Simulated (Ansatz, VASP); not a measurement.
## One calculation of BaTe, two programs

File INCAR:

```
SYSTEM = BaTe
PREC = Accurate
ENCUT = 520
EDIFF = 1E-7
ISMEAR = 0
SIGMA = 0.01
LREAL = .False.
LASPH = .True.
NELM = 100
ALGO = Normal
ISIF = 2
LWAVE = .False.
LCHARG = .False.
GGA = PE
NBANDS = 24
```

Contents of KPOINTS:

```
Automatic mesh
0
Gamma
  6 6 4
  0 0 0
```

The input POSCAR:

```
BaTe
1.0
    4.9910540518      0.0000000000      0.0000000000
   -2.4955270259      4.3223796005      0.0000000000
    0.0000000000      0.0000000000      8.7594439536
Ba Te
2 2
Direct
    0.0000000000      0.0000000000      0.0000000000
    0.0000000000      0.0000000000      0.5000000000
    0.3333333333      0.6666666667      0.2500000000
    0.6666666667      0.3333333333      0.7500000000
```

Input for Ansatz:

```yaml
crystal:
  lattice:
    - [4.9910540518, 0.0, 0.0]
    - [-2.4955270259, 4.3223796005, 0.0]
    - [0.0, 0.0, 8.7594439536]
  atoms:
    - { symbol: Ba, position: [0.0, 0.0, 0.0] }
    - { symbol: Ba, position: [0.0, 0.0, 0.5] }
    - { symbol: Te, position: [0.3333333333, 0.6666666667, 0.25] }
    - { symbol: Te, position: [0.6666666667, 0.3333333333, 0.75] }
kpoints:
  mp_grid: { grid: [6, 6, 4] }
hamiltonian:
  xc: pbe
scf:
  occupations: { method: fixed }
  n_extra_bands: 5
output:
  forces: true
  stress: true
  eigenvalues: true
```

Alike in both runs: task single point; functional PBE; k mesh 6 × 6 × 4; no spin polarisation.

```csv
,VASP,Ansatz
version,VASP 6.6.1,Ansatz 0.2.0
potentials or method,"VASP PAW PBE potentials, release 64 (Ba_sv, Te)","plane waves, PAW"
plane-wave cutoff (eV),520,420
occupations,"gaussian, width 0.01 eV",fixed
valence electrons in the cell,32,52
```

```tsv
	VASP	Ansatz	Ansatz less VASP
gap on the k mesh at the Fermi level (eV)	1.75	1.82	+0.070
pressure (GPa)	-1.2	-1.4	-0.25
traceless stress, the component that is largest in VASP (GPa)	-0.12	-0.15	-0.030
```

VASP's potentials hold 32 valence electrons a cell and Ansatz's 52, so a difference there can come from the potentials and not from the codes.

Neither program's run includes spin-orbit coupling.
